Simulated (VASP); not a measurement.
## MoS2: single point with PBE

Crystal: MoS2.

```
Mo S
1.0
     3.16000    0.00000    0.00000
    -1.58000    2.73664    0.00000
     0.00000    0.00000   12.29400
Mo S
2 4
Cartesian
  0.0000 1.8244 3.0735
  1.5800 0.9122 9.2205
  0.0000 1.8244 7.6346
  1.5800 0.9122 4.6594
  1.5800 0.9122 1.4876
  0.0000 1.8244 10.8064
```

```yaml
Program: VASP 6.6.1
Task: single point
Functional: PBE
Potentials_or_basis: VASP PAW PBE potentials, release 64 (Mo_sv, S)
Cutoff: 520 eV
k_mesh: 10 × 10 × 3
Occupations: gaussian, width 0.03 eV
Spin: no spin polarisation
Dipole_correction: no
Further_INCAR_settings: ALGO = Normal; EDIFF = 1e-07; NBANDS = 35
```

```yaml
Pressure: 0.8 GPa
Largest_force: 0.421 eV/Å
Band_gap_on_the_k_mesh: 0.92 eV (least direct gap 1.89 eV)
```

Forces in eV/Å, atoms in the order of the input:
```
Mo   0.000  0.000  0.000
Mo   0.000  0.000  0.000
S    0.000  0.000  0.421
S    0.000  0.000 -0.421
S    0.000  0.000  0.421
S    0.000  0.000 -0.421
```

Stress tensor (GPa, compression positive):
```
 1.54  0.00  0.00
 0.00  1.54  0.00
 0.00  0.00 -0.70
```

Levels at points of the mesh, in eV from the valence-band top:
| k point | band 24 | band 25 | band 26 | band 27 | band 28 | band 29 |
| --- | --- | --- | --- | --- | --- | --- |
| (0.00, 0.00, 0.00) | -1.18 | -1.13 | 0.00 | 2.17 | 2.17 | 2.21 |
| (0.50, 0.00, 0.00) | -1.38 | -1.35 | -1.22 | 1.72 | 1.77 | 2.06 |

Run time: 2.4 min on 1 thread of Intel Xeon 8259CL, with other jobs on the host, peak memory 0.26 GiB.

Caveat: an odd mesh through Γ misses points on the zone boundary, where band edges can lie; this functional lacks dispersion, which binds the layers, so the pressure and a relaxed spacing across them are unreliable.
